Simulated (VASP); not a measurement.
Wanted: the native input for a VASP 6.6.1 run.

| Quantity | Value |
| --- | --- |
| Task | single point |
| Functional | PBE |
| Potentials or basis | VASP PAW PBE potentials, release 64 (Sn_d, O) |
| Cutoff | 520 eV |
| k mesh | 12 × 12 × 12 |
| Occupations | gaussian, width 0.05 eV |
| Spin | no spin polarisation |
| Dipole correction | no |
| Further INCAR settings | ALGO = Normal; EDIFF = 1e-06; NBANDS = 20 |

The structure of SnO2 lies in POSCAR:

```
SnO2
1.0
    1.6450283737      0.9497575744      5.0042302243
   -1.6450283737      0.9497575744      5.0042302243
    0.0000000000     -1.8995151487      5.0042302243
Sn O
1 2
Direct
    0.5000000000      0.5000000000      0.5000000000
    0.2464043750      0.2464043750      0.2464043750
    0.7535956250      0.7535956250      0.7535956250
```

This cell differs from its parent crystal: atoms shifted along a free coordinate.

The input as run:

INCAR

```
SYSTEM = SnO2
ALGO = Normal ; EDIFF = 1E-6
ENCUT = 520 ; GGA = PE
ISIF = 2 ; ISMEAR = 0
LASPH = .True. ; LCHARG = .False.
LREAL = .False. ; LWAVE = .False.
NBANDS = 20 ; NELM = 100
PREC = Accurate ; SIGMA = 0.05
```

KPOINTS

```
k-points
0
Gamma
  12 12 12
  0 0 0
```

Potentials or basis: VASP PAW PBE potentials, release 64 (Sn_d, O).

The run is started by

```sh
$ cat potpaw_PBE.64/Sn_d/POTCAR potpaw_PBE.64/O/POTCAR > POTCAR
$ mpirun -np 1 vasp_std > vasp.out
```

Results of the run:

The pressure is -14.7 GPa and the largest force is 2.308 eV/Å. The band gap on the k mesh is 1.34 eV.

Caveat: the cell differs from its parent crystal (atoms shifted along a free coordinate); the cell stands under tension; spin-orbit coupling is left out, which moves the levels of the heavy elements; forces of over 1 eV/Å act on the atoms, so gaps and moduli don't describe the material at rest.

It took 110 s on 1 thread of Intel(R) Xeon(R) 6975P-C (Granite Rapids), on a shared host, peak memory 0.34 GiB.
